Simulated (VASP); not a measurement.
# SrO (Immm) in VASP: notebook

Runs on SrO. Level: PBEsol. Tasks: single point.

All numbers are computed with VASP 6.6.1; they aren't measurements. Logs are shortened: lines on timing, memory, paths and dates and some standing lists are left out, and cuts for length are marked.

## 1. The cell of the first run

It takes space group Immm (No. 71, orthorhombic). Conventional cell: a = 3.562 Å, b = 3.707 Å, c = 5.140 Å, α = 90.00°, β = 90.00°, γ = 90.00°. Within 3.4 Å of Sr (site symmetry mmm) lie 6 O at 2.57 Å. Within 3.4 Å of O (site symmetry mmm) lie 6 Sr at 2.57 Å.

## 2. Single point, PBEsol (strain -0.0400 x Voigt [0, 0, 0, 0, 1, 0])

Input file INCAR:

```
SYSTEM = SrO
PREC = Accurate
ENCUT = 520
EDIFF = 1E-7
ISMEAR = 0
SIGMA = 0.05
LREAL = .False.
LASPH = .True.
NELM = 80
ALGO = Normal
ISIF = 2
LWAVE = .False.
LCHARG = .False.
GGA = PS
NBANDS = 15
```

Input file KPOINTS:

```
regular mesh
0
Gamma
  8 8 8
  0 0 0
```

Input file POSCAR:

```
SrO
1.0
   -0.0513960000      2.5698000000      2.5698000000
    2.5184040000      0.0000000000      2.5184040000
    2.5698000000      2.5698000000     -0.0513960000
Sr O
1 1
Direct
    0.0000000000      0.0000000000      0.0000000000
    0.5000000000      0.5000000000      0.5000000000
```

Potentials or basis: VASP PAW PBE potentials, release 64 (Sr_sv, O).

On the command line:

```
cat potpaw_PBE.64/Sr_sv/POTCAR potpaw_PBE.64/O/POTCAR > POTCAR
mpirun -np 1 vasp_std > vasp.out
```

OUTCAR:

```text
SYSTEM = SrO
   PREC = Accurate
   ENCUT = 520
   EDIFF = 1E-7
   ISMEAR = 0
   LREAL = .False.
   LASPH = .True.
   NELM = 80
   ISIF = 2
   GGA = PS

 ion  position               nearest neighbor table
   1  0.000  0.000  0.000-   2 2.57   2 2.57   2 2.57   2 2.57   2 2.57   2 2.57
   2  0.500  0.500  0.500-   1 2.57   1 2.57   1 2.57   1 2.57   1 2.57   1 2.57

  LATTYP: Found a body centered orthorhombic cell.
 ALAT       =     3.5615610923
 B/A-ratio  =     1.0408163265
 C/A-ratio  =     1.4430750636

  Lattice vectors:

 A1 = (   2.5698000000,  -2.5698000000,  -0.0513960000)
 A2 = (  -2.5698000000,  -2.5698000000,   0.0513960000)
 A3 = (   0.0513960000,   2.5698000000,  -2.5698000000)

Analysis of symmetry for initial positions (statically):
=====================================================================
 Subroutine PRICEL returns:
 Original cell was already a primitive cell.

 Routine SETGRP: Setting up the symmetry group for a
 body centered orthorhombic supercell.

 Subroutine GETGRP returns: Found  8 space group operations
 (whereof  8 operations were pure point group operations)
 out of a pool of  8 trial point group operations.

The static configuration has the point symmetry D_2h.

Analysis of symmetry for dynamics (positions and initial velocities):
=====================================================================
 Subroutine PRICEL returns:
 Original cell was already a primitive cell.

 Routine SETGRP: Setting up the symmetry group for a
 body centered orthorhombic supercell.

 Subroutine GETGRP returns: Found  8 space group operations
 (whereof  8 operations were pure point group operations)
 out of a pool of  8 trial point group operations.

The dynamic configuration has the point symmetry D_2h.

 Subroutine INISYM returns: Found  8 space group operations
 (whereof  8 operations are pure point group operations),
 and found     1 'primitive' translations

----------------------------------------------------------------------------------------

                                     Primitive cell

  volume of cell :      33.9277

  direct lattice vectors                    reciprocal lattice vectors
    -0.051396000  2.569800000  2.569800000    -0.190752618  0.194567671  0.190752618
     2.518404000  0.000000000  2.518404000     0.198538439 -0.194567671  0.198538439
     2.569800000  2.569800000 -0.051396000     0.190752618  0.194567671 -0.190752618

  length of vectors
     3.634609419  3.561561092  3.634609419     0.332610435  0.341601526  0.332610435

  position of ions in fractional coordinates (direct lattice)
     0.000000000  0.000000000  0.000000000
     0.500000000  0.500000000  0.500000000

  ion indices of the primitive-cell ions
   primitive index   ion index
                 1           1
                 2           2

----------------------------------------------------------------------------------------

 KPOINTS: regular mesh

Automatic generation of k-mesh.
 Grid dimensions read from file:
 generate k-points for:    8    8    8

 Generating k-lattice:

  Cartesian coordinates                     Fractional coordinates (reciprocal lattice)
    -0.023844077  0.024320959  0.023844077     0.125000000  0.000000000  0.000000000
     0.024817305 -0.024320959  0.024817305     0.000000000  0.125000000  0.000000000
     0.023844077  0.024320959 -0.023844077     0.000000000  0.000000000  0.125000000

  Length of vectors
     0.041576304  0.042700191  0.041576304

  Shift w.r.t. Gamma in fractional coordinates (k-lattice)
     0.000000000  0.000000000  0.000000000

 Subroutine IBZKPT returns following result:
 ===========================================

 Found     95 irreducible k-points:

 Following reciprocal coordinates:
            Coordinates               Weight
  0.000000  0.000000  0.000000      1.000000
  0.125000  0.000000 -0.000000      4.000000
  0.250000  0.000000 -0.000000      4.000000
  0.375000  0.000000  0.000000      4.000000
  0.500000  0.000000 -0.000000      2.000000
  0.000000  0.125000 -0.000000      4.000000
[... 16 lines left out ...]
  0.125000  0.375000 -0.000000      8.000000
  0.250000  0.375000 -0.000000      8.000000
 [... further k-points ...]
   k-points           NKPTS =     95   k-points in BZ     NKDIM =     95   number of bands    NBANDS=     15
   number of dos      NEDOS =    301   number of ions     NIONS =      2
   total plane-waves  NPLWV =  21952
   dimension x,y,z NGX =    28 NGY =   28 NGZ =   28
   dimension x,y,z NGXF=    56 NGYF=   56 NGZF=   56
   ions per type =               1   1
   NGX,Y,Z   is equivalent  to a cutoff of  12.81, 13.07, 12.81 a.u.
   NGXF,Y,Z  is equivalent  to a cutoff of  25.61, 26.14, 25.61 a.u.
 SYSTEM =  SrO
   PREC   = accura    normal or accurate (medium, high low for compatibility)
   ISTART =      0    job   : 0-new  1-cont  2-samecut
   ICHARG =      2    charge: 1-file 2-atom 10-const
   ISPIN  =      1    spin polarized calculation?
   LNONCOLLINEAR =      F non collinear calculations
   LSORBIT =      F    spin-orbit coupling
   LASPH  =      T    aspherical Exc in radial PAW
   ENCUT  =  520.0 eV  38.22 Ry    6.18 a.u.   6.76  6.62  6.76*2*pi/ulx,y,z
   NELM   =     80;   NELMIN=  2; NELMDL= -5     # of ELM steps
   EDIFF  = 0.1E-06   stopping-criterion for ELM
   LREAL  =      F    real-space projection
   EDIFFG = 0.1E-05   stopping-criterion for IOM
   NSW    =      0    number of steps for IOM
   IBRION =     -1    ionic relax: 0-MD 1-quasi-New 2-CG
   NFREE  =      0    steps in history (QN), initial steepest desc. (CG)
   ISIF   =      2    stress and relaxation
   ISYM   =      2    0-nonsym 1-usesym 2-fastsym
   POTIM  = 0.5000    time-step for ionic-motion
   TEBEG  =    0.0;   TEEND  =   0.0 temperature during run
   PSTRESS=    0.0 pullay stress
   NELECT =      16.0000    total number of electrons
   NUPDOWN=      -1.0000    fix difference up-down
   EMIN   =  10.00;   EMAX   =-10.00  energy-range for DOS
   EFERMI =   0.00;   METHOD = LEGACY
   ISMEAR =     0;   SIGMA  =   0.05  broadening in eV -4-tet -1-fermi 0-gaus
   EFERMI_NEDOS =   21; number of points for ismear=-14 and -15
   IALGO  =     38    algorithm
   IMIX   =      4    mixing-type and parameters
     AMIX     =   0.40;   BMIX     =  1.00
     AMIX_MAG =   1.60;   BMIX_MAG =  1.00
  volume/ion in A,a.u.               =      16.96       114.48
  Fermi-wavevector in a.u.,A,eV,Ry     =   1.274276  2.408032 22.092850  1.623779
  Thomas-Fermi vector in A             =   2.407053
   LORBIT       =      0    0 simple, 1 ext, 2 COOP (PROOUT), +10 PAW based schemes
   GGA     = PS    functional components
   LHFCALC =     F    Hartree Fock is set to
   AEXX    =    0.0000 exact exchange contribution
   IVDW    =     0    specifies the selected vdW correction
   LEPSILON=     F    determine dielectric tensor
   LRPA    =     F    only Hartree local field effects (RPA)
 non-spin polarized calculation
 Gauss-broadening in eV      SIGMA  =   0.05
  energy-cutoff  :      520.00
  volume of cell :       33.93
 maximum number of plane-waves:       935
   NGX = 13   NGY = 13   NGZ = 13

 number of electron      15.9999998 magnetization

 Free energy of the ion-electron system (eV)
  ---------------------------------------------------
  ext. energy  EPLUGINS =         0.00000000
  ---------------------------------------------------
  free energy    TOTEN  =       -12.63042905 eV

  energy without entropy =      -12.63042905  energy(sigma->0) =      -12.63042905

 E-fermi :   1.7487     XC(G=0): -10.2866

 val. band max:        1.5488335737   @ k =   0.0000   0.0000   0.0000
 cond. band min:       4.6489271179   @ k =   0.5000   0.0000   0.5000
 fundamental gap:      3.1000935442
 Fermi energy:         1.7486568901

 k-point     1 :       0.0000    0.0000    0.0000
  band No.  band energies     occupation
      1     -30.7414      2.00000
      2     -13.4997      2.00000
      3     -12.4024      2.00000
      4     -12.3921      2.00000
      5     -12.3767      2.00000
      6       1.4622      2.00000
      7       1.4991      2.00000
      8       1.5488      2.00000
      9       5.3230      0.00000
     10       7.4115      0.00000
     11       7.6539      0.00000
     12       7.9214      0.00000
     13       9.8747      0.00000
     14       9.8764      0.00000
     15      14.0010      0.00000

 k-point     2 :       0.1250    0.0000   -0.0000
  band No.  band energies     occupation
      1     -30.7221      2.00000
      2     -13.8746      2.00000
      3     -12.4044      2.00000
      4     -12.3899      2.00000
      5     -12.0687      2.00000
      6       1.0077      2.00000
      7       1.2869      2.00000
      8       1.3636      2.00000
      9       6.0166      0.00000
     10       7.3817      0.00000
     11       7.8749      0.00000
     12       8.2190      0.00000
     13      10.2831      0.00000
     14      10.2859      0.00000
     15      14.9427      0.00000

 k-point     3 :       0.2500    0.0000   -0.0000
  band No.  band energies     occupation
      1     -30.6750      2.00000
      2     -14.4573      2.00000
      3     -12.4257      2.00000
      4     -12.4213      2.00000
      5     -11.5940      2.00000
      6       0.1690      2.00000
      7       0.8557      2.00000
      8       0.9631      2.00000
      9       7.3076      0.00000
     10       7.6130      0.00000
     11       8.6530      0.00000
     12       9.0237      0.00000
     13      11.3142      0.00000
     14      11.3150      0.00000
     15      16.8715      0.00000
[... 343 lines left out ...]
 k-point    23 :       0.1250    0.3750   -0.0000
  band No.  band energies     occupation
      1     -30.6160      2.00000
      2     -14.6762      2.00000
      3     -12.5460      2.00000
      4     -12.5154      2.00000
      5     -11.5492      2.00000
      6      -0.1987      2.00000
      7       0.5670      2.00000
      8       0.8052      2.00000
      9       6.9794      0.00000
     10       8.5385      0.00000
     11       9.8651      0.00000
     12      10.3387      0.00000
     13      11.9471      0.00000
     14      12.4382      0.00000
     15      17.3596      0.00000

 k-point    24 :       0.2500    0.3750   -0.0000
  band No.  band energies     occupation
      1     -30.6041      2.00000
      2     -14.3713      2.00000
      3     -12.6572      2.00000
      4     -12.6339      2.00000
      5     -11.9880      2.00000
      6       0.1886      2.00000
      7       1.0639      2.00000
      8       1.1894      2.00000
      9       5.6644      0.00000
     10       8.3635      0.00000
     11      10.6334      0.00000
     12      10.9294      0.00000
     13      11.5019      0.00000
     14      12.3440      0.00000
     15      17.5836      0.00000

 [... further k-points ...]

------------------------ aborting loop because EDIFF is reached ----------------------------------------

  FORCE on cell =-STRESS in cart. coord.  units (eV):
  Direction    XX          YY          ZZ          XY          YZ          ZX
  --------------------------------------------------------------------------------------
  -------------------------------------------------------------------------------------
  Total       -0.0616722     -0.0845597     -0.0616722      0.0000000      0.0000000      0.4652892
  in kB       -2.9123642     -3.9931897     -2.9123642      0.0000000      0.0000000     21.9724950
  external PRESSURE =      -3.2726394 kB  Pullay stress =       0.0000000 kB

 VOLUME and BASIS-vectors are now :
 -----------------------------------------------------------------------------
  energy-cutoff  :      520.00
  volume of cell :       33.93
      direct lattice vectors                 reciprocal lattice vectors
    -0.051396000  2.569800000  2.569800000    -0.190752618  0.194567671  0.190752618
     2.518404000  0.000000000  2.518404000     0.198538439 -0.194567671  0.198538439
     2.569800000  2.569800000 -0.051396000     0.190752618  0.194567671 -0.190752618

 POSITION                                       TOTAL-FORCE (eV/Angst)
 -----------------------------------------------------------------------------------
      0.00000      0.00000      0.00000         0.000000     -0.000000     -0.000000
      2.51840      2.56980      2.51840        -0.000000      0.000000      0.000000
 -----------------------------------------------------------------------------------
    total drift:                                0.000000      0.000000      0.000000

  FREE ENERGIE OF THE ION-ELECTRON SYSTEM (eV)
  ---------------------------------------------------
  free  energy   TOTEN  =       -12.6304290539 eV

  energy  without entropy=      -12.6304290539  energy(sigma->0) =      -12.63042905
```

It took 42 s on 1 thread of Intel Xeon Platinum 8259CL at 2.50GHz (Skylake/Cascade Lake), shared host; peak memory 0.19 GiB.

What came out:

* Free energy: -12.6304 eV
* Pressure: -0.3 GPa
* Band gap on the k mesh: 3.10 eV, indirect (least direct gap 3.18 eV)

Stress tensor (GPa, compression positive):
```
-0.29  0.00  2.20
 0.00 -0.40  0.00
 2.20  0.00 -0.29
```

Levels at points of the mesh, in eV from the valence-band top:
```
           k point  band 6  band 7  band 8  band 9  band 10  band 11
(0.00, 0.00, 0.00)   -0.09   -0.05    0.00    3.77     5.86     6.11
(0.50, 0.00, 0.00)   -2.28   -1.21   -1.07    6.37     8.23     8.53
(0.00, 0.50, 0.00)   -2.28   -1.33   -1.20    6.47     8.29     8.70
(0.50, 0.50, 0.00)   -0.49   -0.14   -0.13    3.10     7.70    10.11
(0.50, 0.00, 0.50)   -0.48   -0.18   -0.08    3.10     7.72    10.16
```

Caveat: the cell differs from its parent crystal (strain -0.0400 x Voigt [0, 0, 0, 0, 1, 0]); the PAW data sets were made with another functional, which shifts forces and pressure a little.

[end of part 1 of 3]
